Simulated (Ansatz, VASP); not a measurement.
**Two plane-wave programs on Sn3S2**

Contents of INCAR:

```
SYSTEM = Sn3S2
PREC = Accurate
ENCUT = 600
EDIFF = 1E-6
ISMEAR = 0
SIGMA = 0.1
LREAL = .FALSE.
LASPH = .TRUE.
NELM = 100
ALGO = Normal
ISIF = 3
LWAVE = .FALSE.
LCHARG = .FALSE.
GGA = PE
IBRION = 2
NSW = 90
EDIFFG = -0.04
```

Contents of KPOINTS:

```
regular mesh
0
G
  6 6 4
  0 0 0
```

The input POSCAR:

```
Sn3S2
1.0
    4.4231925925      0.0000000000      0.0000000000
   -2.2115962962      3.8305971509      0.0000000000
    0.0000000000      0.0000000000      6.8817691857
Sn S
3 2
Direct
    0.0000000000      0.0000000000      0.0000000000
    0.3333333333      0.6666666667      0.6450000000
    0.6666666667      0.3333333333      0.3550000000
    0.3333333333      0.6666666667      0.2450000000
    0.6666666667      0.3333333333      0.7550000000
```

Input for Ansatz:

```yaml
crystal:
  lattice:
    - [4.4231925925, 0.0, 0.0]
    - [-2.2115962962, 3.8305971509, 0.0]
    - [0.0, 0.0, 6.8817691857]
  atoms:
    - { symbol: Sn, position: [0.0, 0.0, 0.0] }
    - { symbol: Sn, position: [0.3333333333, 0.6666666667, 0.645] }
    - { symbol: Sn, position: [0.6666666667, 0.3333333333, 0.355] }
    - { symbol: S, position: [0.3333333333, 0.6666666667, 0.245] }
    - { symbol: S, position: [0.6666666667, 0.3333333333, 0.755] }
basis:
  ecutwfc: 420
kpoints:
  mp_grid: { grid: [6, 6, 4] }
hamiltonian:
  xc: pbe
scf:
  occupations: { method: gaussian, width: 0.1 }
  lower_state_search: "off"
output:
  forces: true
  stress: true
  eigenvalues: true
relax:
  adjacent_minimum: "off"
  f_tol: 0.04
  max_steps: 70
  cell: { stress_tol: 0.4 }
```

Alike in both runs: task relaxation of cell and atoms; functional PBE; k mesh 6 × 6 × 4; occupations gaussian, width 0.1 eV; no spin polarisation.

```csv
,VASP,Ansatz
version,VASP 6.6.1,Ansatz 0.2.0
potentials or method,"VASP PAW PBE potentials, release 64 (Sn_d, S), cutoff 600 eV","scalar-relativistic, plane waves, PAW"
valence electrons in the cell,54,54
```

```tsv
	VASP	Ansatz	Ansatz less VASP
gap on the k mesh at the Fermi level, each at its own relaxed structure (eV)	none	none	-
relaxed volume (Å³/atom)	24.99	25.00	+0.008
relaxed cell length with the largest relative difference (Å)	10.286	10.233	-0.0526
```

A gap of «none» marks a metal or a gap that the smearing closes.
